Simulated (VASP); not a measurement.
# MnO (P1) in VASP: relaxation of the atoms with PBE+U

Aim: the relaxation of the atoms of MnO with PBE+U.

Program: VASP 6.6.1. These are calculated values, not measurements. Logs are shortened: lines on timing, memory, paths and dates and some standing lists are left out, and cuts for length are marked.

### 1 The cell of the first run

The typed cell holds 4 atoms: a = 5.471 Å, b = 5.471 Å, c = 5.471 Å, α = 33.56°, β = 33.56°, γ = 33.56°.

### 2 Relaxation of the atoms, PBE+U, collinear spin, antiferromagnetic start

Input file INCAR:

```
PREC = Accurate ; ENCUT = 520
EDIFF = 1E-7 ; ISMEAR = -1
SIGMA = 0.1 ; LREAL = F
LASPH = T ; NELM = 200
ALGO = Normal ; ISIF = 2
LWAVE = F ; LCHARG = F
ISPIN = 2 ; MAGMOM = 4.73 -4.73 0 0
LORBIT = 11 ; LMAXMIX = 4
LDAU = T ; LDAUTYPE = 2
LDAUL = 2 -1 ; LDAUU = 6 0
LDAUJ = 0 0 ; LDAUPRINT = 1
GGA = PE ; IBRION = 2
NSW = 50 ; EDIFFG = -0.01
GGA_COMPAT = F ; NELMIN = 4
```

Input file KPOINTS:

```
Automatic mesh
0
Gamma
  3 3 3
```

Input file POSCAR:

```
MnO
1.0
    4.4670000000      2.2335000000      2.2335000000
    2.2335000000      4.4670000000      2.2335000000
    2.2335000000      2.2335000000      4.4670000000
Mn O
2 2
Direct
    0.0000000000      0.0000000000      0.0000000000
    0.5000000000      0.5000000000      0.5000000000
    0.2472000000      0.2618000000      0.2556000000
    0.7601000000      0.7421000000      0.7498000000
```

Potentials or basis: VASP PAW PBE potentials, release 64 (Mn_pv, O).

Started as:

```
$ cat potpaw_PBE.64/Mn_pv/POTCAR potpaw_PBE.64/O/POTCAR > POTCAR
$ mpirun -np 1 vasp_std > vasp.out
```

OUTCAR:

```text
PREC = Accurate
   ENCUT = 520
   EDIFF = 1E-7
   ISMEAR = -1
   LREAL = F
   LASPH = T
   NELM = 200
   ISIF = 2
   ISPIN = 2
   LORBIT = 11
   GGA = PE
   IBRION = 2
   NSW = 50
   EDIFFG = -0.01
   NELMIN = 4

 ion  position               nearest neighbor table
   1  0.000  0.000  0.000-   3 2.18   3 2.19   3 2.21   4 2.22   4 2.24   4 2.26   2 3.16   2 3.16
                             2 3.16   2 3.16   2 3.16   2 3.16
   2  0.500  0.500  0.500-   4 2.21   4 2.23   4 2.25   3 2.26   3 2.28   3 2.29   1 3.16   1 3.16
                             1 3.16   1 3.16   1 3.16   1 3.16
   3  0.247  0.262  0.256-   1 2.18   1 2.19   1 2.21   2 2.26   2 2.28   2 2.29
   4  0.760  0.742  0.750-   2 2.21   1 2.22   2 2.23   1 2.24   2 2.25   1 2.26

  LATTYP: Found a trigonal (rhomboedric) cell.
 ALAT       =     5.4709353405
 COS(alpha) =     0.8333333333

  Lattice vectors:

 A1 = (   4.4670000000,   2.2335000000,   2.2335000000)
 A2 = (   2.2335000000,   4.4670000000,   2.2335000000)
 A3 = (   2.2335000000,   2.2335000000,   4.4670000000)

Analysis of symmetry for initial positions (statically):
=====================================================================
 Subroutine PRICEL returns:
 Original cell was already a primitive cell.

 Routine SETGRP: Setting up the symmetry group for a
 trigonal (rhombohedral) supercell.

 Subroutine GETGRP returns: Found  1 space group operations
 (whereof  1 operations were pure point group operations)
 out of a pool of 12 trial point group operations.

The static configuration has the point symmetry C_1 .

Analysis of symmetry for dynamics (positions and initial velocities):
=====================================================================
 Subroutine PRICEL returns:
 Original cell was already a primitive cell.

 Routine SETGRP: Setting up the symmetry group for a
 trigonal (rhombohedral) supercell.

 Subroutine GETGRP returns: Found  1 space group operations
 (whereof  1 operations were pure point group operations)
 out of a pool of 12 trial point group operations.

The dynamic configuration has the point symmetry C_1 .

Analysis of structural, dynamic, and magnetic symmetry:
=====================================================================
 Subroutine PRICEL returns:
 Original cell was already a primitive cell.

 Routine SETGRP: Setting up the symmetry group for a
 trigonal (rhombohedral) supercell.

 Subroutine GETGRP returns: Found  1 space group operations
 (whereof  1 operations were pure point group operations)
 out of a pool of 12 trial point group operations.

The overall configuration has the point symmetry C_1 .

 Subroutine INISYM returns: Found  1 space group operations
 (whereof  1 operations are pure point group operations),
 and found     1 'primitive' translations

----------------------------------------------------------------------------------------

                                     Primitive cell

  volume of cell :      44.5675

  direct lattice vectors                    reciprocal lattice vectors
     4.467000000  2.233500000  2.233500000     0.335795836 -0.111931945 -0.111931945
     2.233500000  4.467000000  2.233500000    -0.111931945  0.335795836 -0.111931945
     2.233500000  2.233500000  4.467000000    -0.111931945 -0.111931945  0.335795836

  length of vectors
[... 132 lines left out ...]
------------------------ aborting loop because EDIFF is reached ----------------------------------------

  FORCE on cell =-STRESS in cart. coord.  units (eV):
  Direction    XX          YY          ZZ          XY          YZ          ZX
  --------------------------------------------------------------------------------------
  -------------------------------------------------------------------------------------
  Total        1.3222438      1.4100107      1.3601359     -0.3316694     -0.3342471     -0.3329415
  in kB       47.5339887     50.6891624     48.8961891    -11.9233437    -12.0160110    -11.9690778
  external PRESSURE =      49.0397801 kB  Pullay stress =       0.0000000 kB
[... 289 lines left out ...]
  FREE ENERGIE OF THE ION-ELECTRON SYSTEM (eV)
  ---------------------------------------------------
  free  energy   TOTEN  =       -30.1822957527 eV

  energy  without entropy=      -30.1822852335  energy(sigma->0) =      -30.18229049

atom =   1  type =  1  l = 2

 onsite density matrix

spin component  1

  0.9437 -0.0001 -0.0003 -0.0001 -0.0000
 -0.0001  0.9437  0.0001 -0.0001 -0.0002
 -0.0003  0.0001  0.9815  0.0001  0.0000
 -0.0001 -0.0001  0.0001  0.9437  0.0002
 -0.0000 -0.0002  0.0000  0.0002  0.9815

spin component  2

  0.0162 -0.0001  0.0014 -0.0001 -0.0000
 -0.0001  0.0162 -0.0007 -0.0001  0.0012
  0.0014 -0.0007  0.0673 -0.0007  0.0000
 -0.0001 -0.0001 -0.0007  0.0162 -0.0012
 -0.0000  0.0012  0.0000 -0.0012  0.0673

 occupancies and eigenvectors

  o =  0.0159  v =  0.0000  0.0000  0.0000  0.0000  0.0000 -0.5779 -0.5707  0.0000 -0.5834 -0.0004      0.0000  0.0000  0.0000  0.0000  0.0000  0.0000  0.0000  0.0000  0.0000  0.0000
  o =  0.0163  v =  0.0000  0.0000  0.0000  0.0000  0.0000 -0.6020 -0.1841  0.0238  0.7763  0.0221      0.0000  0.0000  0.0000  0.0000  0.0000  0.0000  0.0000  0.0000  0.0000  0.0000
  o =  0.0163  v =  0.0000  0.0000  0.0000  0.0000  0.0000  0.5504 -0.7998 -0.0222  0.2371  0.0240      0.0000  0.0000  0.0000  0.0000  0.0000  0.0000  0.0000  0.0000  0.0000  0.0000
  o =  0.0673  v =  0.0000  0.0000  0.0000  0.0000  0.0000  0.0181 -0.0260  0.6738  0.0081 -0.7382      0.0000  0.0000  0.0000  0.0000  0.0000  0.0000  0.0000  0.0000  0.0000  0.0000
  o =  0.0674  v =  0.0000  0.0000  0.0000  0.0000  0.0000 -0.0195 -0.0057 -0.7382  0.0253 -0.6738      0.0000  0.0000  0.0000  0.0000  0.0000  0.0000  0.0000  0.0000  0.0000  0.0000
  o =  0.9435  v = -0.5781 -0.5678  0.0000 -0.5860 -0.0000  0.0000  0.0000  0.0000  0.0000  0.0000      0.0000  0.0000  0.0000  0.0000  0.0000  0.0000  0.0000  0.0000  0.0000  0.0000
  o =  0.9437  v = -0.6145 -0.1695 -0.0068  0.7704 -0.0061  0.0000  0.0000  0.0000  0.0000  0.0000      0.0000  0.0000  0.0000  0.0000  0.0000  0.0000  0.0000  0.0000  0.0000  0.0000
  o =  0.9437  v =  0.5368 -0.8055  0.0059  0.2509 -0.0066  0.0000  0.0000  0.0000  0.0000  0.0000      0.0000  0.0000  0.0000  0.0000  0.0000  0.0000  0.0000  0.0000  0.0000  0.0000
  o =  0.9815  v = -0.0048  0.0071  0.6765 -0.0021 -0.7364  0.0000  0.0000  0.0000  0.0000  0.0000      0.0000  0.0000  0.0000  0.0000  0.0000  0.0000  0.0000  0.0000  0.0000  0.0000
  o =  0.9815  v =  0.0055  0.0017 -0.7364 -0.0071 -0.6765  0.0000  0.0000  0.0000  0.0000  0.0000      0.0000  0.0000  0.0000  0.0000  0.0000  0.0000  0.0000  0.0000  0.0000  0.0000

atom =   2  type =  1  l = 2

 onsite density matrix

spin component  1

  0.0162 -0.0001  0.0014 -0.0001  0.0000
 -0.0001  0.0162 -0.0007 -0.0001  0.0012
  0.0014 -0.0007  0.0673 -0.0007 -0.0000
 -0.0001 -0.0001 -0.0007  0.0162 -0.0012
  0.0000  0.0012 -0.0000 -0.0012  0.0673

spin component  2

  0.9437 -0.0001 -0.0003 -0.0001  0.0000
 -0.0001  0.9437  0.0001 -0.0001 -0.0002
 -0.0003  0.0001  0.9815  0.0001 -0.0000
 -0.0001 -0.0001  0.0001  0.9437  0.0002
  0.0000 -0.0002 -0.0000  0.0002  0.9815

 occupancies and eigenvectors

  o =  0.0159  v =  0.5767  0.5838  0.0000  0.5715 -0.0004  0.0000  0.0000  0.0000  0.0000  0.0000      0.0000  0.0000  0.0000  0.0000  0.0000  0.0000  0.0000  0.0000  0.0000  0.0000
  o =  0.0163  v =  0.5586 -0.7917 -0.0221  0.2451  0.0238  0.0000  0.0000  0.0000  0.0000  0.0000      0.0000  0.0000  0.0000  0.0000  0.0000  0.0000  0.0000  0.0000  0.0000  0.0000
  o =  0.0163  v =  0.5956  0.1779 -0.0240 -0.7826 -0.0222  0.0000  0.0000  0.0000  0.0000  0.0000      0.0000  0.0000  0.0000  0.0000  0.0000  0.0000  0.0000  0.0000  0.0000  0.0000
  o =  0.0673  v =  0.0197  0.0059  0.7357 -0.0255  0.6765  0.0000  0.0000  0.0000  0.0000  0.0000      0.0000  0.0000  0.0000  0.0000  0.0000  0.0000  0.0000  0.0000  0.0000  0.0000
  o =  0.0674  v = -0.0179  0.0259 -0.6765 -0.0079  0.7357  0.0000  0.0000  0.0000  0.0000  0.0000      0.0000  0.0000  0.0000  0.0000  0.0000  0.0000  0.0000  0.0000  0.0000  0.0000
  o =  0.9435  v =  0.0000  0.0000  0.0000  0.0000  0.0000  0.5763  0.5872 -0.0000  0.5684 -0.0000      0.0000  0.0000  0.0000  0.0000  0.0000  0.0000  0.0000  0.0000  0.0000  0.0000
  o =  0.9437  v =  0.0000  0.0000  0.0000  0.0000  0.0000  0.5598 -0.7903  0.0062  0.2489 -0.0067      0.0000  0.0000  0.0000  0.0000  0.0000  0.0000  0.0000  0.0000  0.0000  0.0000
  o =  0.9437  v =  0.0000  0.0000  0.0000  0.0000  0.0000  0.5954  0.1747  0.0065 -0.7842  0.0060      0.0000  0.0000  0.0000  0.0000  0.0000  0.0000  0.0000  0.0000  0.0000  0.0000
  o =  0.9815  v =  0.0000  0.0000  0.0000  0.0000  0.0000 -0.0052 -0.0015  0.7362  0.0069  0.6767      0.0000  0.0000  0.0000  0.0000  0.0000  0.0000  0.0000  0.0000  0.0000  0.0000
  o =  0.9815  v =  0.0000  0.0000  0.0000  0.0000  0.0000  0.0051 -0.0072 -0.6767  0.0023  0.7362      0.0000  0.0000  0.0000  0.0000  0.0000  0.0000  0.0000  0.0000  0.0000  0.0000

--------------------------------------- Ionic step        9  -------------------------------------------

 number of electron      38.0000006 magnetization       0.0000000

 Free energy of the ion-electron system (eV)
  ---------------------------------------------------
  ext. energy  EPLUGINS =         0.00000000
  ---------------------------------------------------
  free energy    TOTEN  =       -30.18230740 eV

  energy without entropy =      -30.18229688  energy(sigma->0) =      -30.18230214

 E-fermi :   6.5900     XC(G=0): -11.7054

 val. band max:        5.4278379623   @ k =   0.3333   0.3333   0.3333
 cond. band min:       7.5643724182   @ k =   0.0000   0.0000   0.0000
 fundamental gap:      2.1365344558
 Fermi energy:         6.5900104664

 spin component 1

 k-point     1 :       0.0000    0.0000    0.0000
  band No.  band energies     occupation
      1     -43.0748      1.00000
      2     -43.0402      1.00000
      3     -43.0400      1.00000
      4     -38.0928      1.00000
      5     -38.0584      1.00000
      6     -38.0582      1.00000
[... 353 lines left out ...]
     22      11.8076      0.00000
     23      12.2451      0.00000
 Fermi energy:         6.5900104664

 spin component 2

 k-point     1 :       0.0000    0.0000    0.0000
  band No.  band energies     occupation
      1     -43.0744      1.00000
      2     -43.0397      1.00000
      3     -43.0395      1.00000
      4     -38.0933      1.00000
      5     -38.0589      1.00000
      6     -38.0587      1.00000
[... 384 lines left out ...]
  FREE ENERGIE OF THE ION-ELECTRON SYSTEM (eV)
  ---------------------------------------------------
  free  energy   TOTEN  =       -30.1823073996 eV

  energy  without entropy=      -30.1822968817  energy(sigma->0) =      -30.18230214

 reached required accuracy - stopping structural energy minimisation

 total charge

# of ion       s       p       d       tot
------------------------------------------
    1        0.202   6.178   4.958  11.338
    2        0.202   6.178   4.958  11.338
    3        1.550   3.463   0.000   5.013
    4        1.550   3.463   0.000   5.013
--------------------------------------------------
tot          3.506  19.282   9.915  32.703

 magnetization (x)

# of ion       s       p       d       tot
------------------------------------------
    1        0.023   0.021   4.600   4.645
    2       -0.023  -0.021  -4.600  -4.645
    3       -0.000  -0.000   0.000  -0.000
    4       -0.000   0.000   0.000   0.000
--------------------------------------------------
tot         -0.000  -0.000   0.000   0.000
```

Run time: 18 min. Hardware: 1 thread of Intel Xeon 8259CL, shared host; peak memory 0.31 GiB.

What came out:

* Free energy: -30.1823 eV
* Energy gained by relaxing: 6.6 meV/atom
* Ionic steps: 9
* Pressure after relaxing: 4.6 GPa
* Band gap on the k mesh: 2.14 eV
* Net moment: 0.00 μB per cell
* Site moments: Mn +4.64, -4.64; O -0.00, +0.00 μB
* Valence electrons inside the program's atomic spheres: Mn 11.34; O 5.01

Stress tensor (GPa, compression positive):
```
 4.62 -1.14 -1.14
-1.14  4.62 -1.14
-1.14 -1.14  4.62
```

The path:
```csv
step,energy change (eV),largest force (eV/Å),pressure (GPa)
1,0.0000,0.6686,4.90
2,-0.0206,0.2634,4.71
3,-0.0241,0.1460,4.65
4,-0.0256,0.0826,4.64
5,-0.0261,0.0484,4.63
6,-0.0264,0.0244,4.62
7,-0.0264,0.0289,4.62
8,-0.0265,0.0102,4.62
9,-0.0265,0.0018,4.62
```

Final structure:
```xyz
4
Lattice="4.4670 2.2335 2.2335 2.2335 4.4670 2.2335 2.2335 2.2335 4.4670" Properties=species:S:1:pos:R:3 pbc="T T T"
Mn    0.0133    0.0116    0.0124
Mn    4.4805    4.4783    4.4793
O     2.2466    2.2450    2.2457
O     6.7140    6.7119    6.7128
```

Levels at points of the mesh, in eV from the valence-band top:
Spin up:
```csv
k point,band 16,band 17,band 18,band 19,band 20,band 21,band 22,band 23
"(0.00, 0.00, 0.00)",-1.20,-1.20,-0.44,-0.44,2.14,5.90,5.98,6.08
```
Spin down:
```
           k point  band 15  band 16  band 17  band 18  band 19  band 20  band 21  band 22  band 23
(0.00, 0.00, 0.00)    -1.20    -1.20    -1.20    -0.44    -0.44     2.14     5.90     5.98     6.08
```

Eigenvalues of the final occupation matrices:
```csv
site,spin,trace,eigenvalues
site 1 d,1,4.79,0.94 0.94 0.94 0.98 0.98
site 1 d,2,0.18,0.02 0.02 0.02 0.07 0.07
site 2 d,1,0.18,0.02 0.02 0.02 0.07 0.07
site 2 d,2,4.79,0.94 0.94 0.94 0.98 0.98
```

Caveat: the k points lie up to 0.78 Å⁻¹ apart. A k mesh can miss the band edges.
